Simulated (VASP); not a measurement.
A run of VASP 6.6.1 is set up as follows.

File INCAR:

```
SYSTEM = YN
PREC     = Accurate       ! precision mode
ENCUT    = 600            ! plane-wave cutoff, eV
EDIFF    = 1E-6           ! SCF threshold, eV
ISMEAR   = -1             ! smearing method
SIGMA    = 0.03           ! smearing width, eV
LREAL    = .FALSE.        ! projectors in reciprocal space
LASPH    = .TRUE.         ! aspherical terms in the spheres
NELM     = 120            ! most SCF steps
ALGO     = Normal         ! electronic algorithm
ISIF     = 2              ! what is computed and relaxed
LWAVE    = .FALSE.        ! write WAVECAR
LCHARG   = .FALSE.        ! write CHGCAR
GGA      = PE             ! functional
NBANDS   = 15             ! bands
GGA_COMPAT= .FALSE.
```

File KPOINTS:

```
Automatic mesh
0
G
  9 9 9
  0 0 0
```

File POSCAR:

```
YN
1.0
    0.0000000000      2.4705892062      2.4705892062
    2.4705892062      0.0000000000      2.4705892062
    2.4705892062      2.4705892062      0.0000000000
Y N
1 1
Direct
    0.0000000000      0.0000000000      0.0000000000
    0.5000000000      0.5000000000      0.5000000000
```

Potentials or basis: VASP PAW PBE potentials, release 64 (Y_sv, N).

The run is started by

```bash
$ cat potpaw_PBE.64/Y_sv/POTCAR potpaw_PBE.64/N/POTCAR > POTCAR
$ mpirun -np 1 vasp_std > vasp.out
```

**Question.** Predict the band gap on the k mesh.

**Answer.** 0.30 eV, indirect (least direct gap 0.73 eV).

**Question.** Predict the pressure.

**Answer.** -3.5 GPa.

 A k mesh can miss the band edges.
